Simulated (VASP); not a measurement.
Write the native input for VASP 6.6.1 that does the following.

```
Task                   : single point
Functional             : r2SCAN
Potentials or basis    : VASP PAW PBE potentials, release 64 (Ti_sv)
Cutoff                 : 520 eV
k mesh                 : 15 × 15 × 15
Occupations            : fermi-dirac, width 0.05 eV
Spin                   : collinear spin, ferromagnetic start
Starting moments       : [1.059] μB
Dipole correction      : no
Further INCAR settings : ALGO = Normal; EDIFF = 1e-07; NBANDS = 16
```

Ti:

```
Ti
1.0
    -1.66957    1.66957    1.66957
     1.66957   -1.66957    1.66957
     1.66957    1.66957   -1.66957
Ti
1
Direct
  0.00000 0.00000 0.00000
```

This cell differs from its parent crystal: volume scaled by 1.04.

The input as run:

POSCAR

```
Ti
1.0
   -1.6695661676      1.6695661676      1.6695661676
    1.6695661676     -1.6695661676      1.6695661676
    1.6695661676      1.6695661676     -1.6695661676
Ti
1
Direct
    0.0000000000      0.0000000000      0.0000000000
```

INCAR.step1

```
SYSTEM = Ti
PREC = Accurate ; ENCUT = 520
ISMEAR = -1 ; SIGMA = 0.05
LREAL = .FALSE. ; LASPH = .TRUE.
NELM = 150 ; ISPIN = 2
MAGMOM = 1.059 ; LMAXMIX = 4
NBANDS = 16 ; GGA = PE
ALGO = Normal ; EDIFF = 1E-4
LWAVE = .TRUE. ; LCHARG = .FALSE.
```

INCAR.step2

```
SYSTEM = Ti
PREC = Accurate ; ENCUT = 520
EDIFF = 1E-7 ; ISMEAR = -1
SIGMA = 0.05 ; LREAL = .FALSE.
LASPH = .TRUE. ; NELM = 150
ALGO = Normal ; ISIF = 2
LWAVE = .FALSE. ; LCHARG = .FALSE.
ISPIN = 2 ; MAGMOM = 1.059
LORBIT = 11 ; LMAXMIX = 4
METAGGA = R2SCAN ; LMIXTAU = .TRUE.
NBANDS = 16 ; ISTART = 1
```

KPOINTS

```
regular mesh
0
G
  15 15 15
  0 0 0
```

Potentials or basis: VASP PAW PBE potentials, release 64 (Ti_sv).

Command:

```console
$ cat potpaw_PBE.64/Ti_sv/POTCAR > POTCAR
$ cp INCAR.step1 INCAR
$ mpirun -np 1 vasp_std > vasp.out
$ cp INCAR.step2 INCAR
$ mpirun -np 1 vasp_std > vasp.out
```

It gave:

```json
{
  "Pressure": "-7.3 GPa",
  "Band gap on the k mesh": "zero (filled and empty bands overlap)",
  "Net moment": "0.00 μB per cell",
  "Valence electrons inside the program's atomic spheres": "Ti 10.14"
}
```

Caveat: the PAW data sets were made with another functional, which shifts forces and pressure a little.

Wall time 4.9 min on 1 thread of Intel(R) Xeon(R) Platinum 8488C (Sapphire Rapids), on a shared host, peak memory 0.19 GiB.
